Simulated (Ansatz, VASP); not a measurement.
## One calculation of Rh, two programs

```
CELL_PARAMETERS angstrom
0.00000 1.89785 1.89785
1.89785 0.00000 1.89785
1.89785 1.89785 0.00000
ATOMIC_POSITIONS crystal
Rh 0.00000 0.00000 0.00000
```

Alike in both runs: task single point; functional PBE; k mesh 12 × 12 × 12; occupations gaussian, width 0.016 eV; no spin polarisation.

```csv
,VASP,Ansatz
version,VASP 6.6.1,Ansatz 0.2.0
potentials or method,"VASP PAW PBE potentials, release 64 (Rh_pv), cutoff 520 eV","all-electron LAPW, scalar-relativistic"
```

VASP gave:

* gap on the k mesh at the Fermi level (eV): none
* pressure (GPa): 7.3

Problem. What did Ansatz give for the same quantities?

Solution. gap on the k mesh at the Fermi level (eV): none; pressure (GPa): 7.2.

A gap of «none» marks a metal or a gap that the smearing closes. Ansatz ran all-electron here, and VASP with PAW potentials.
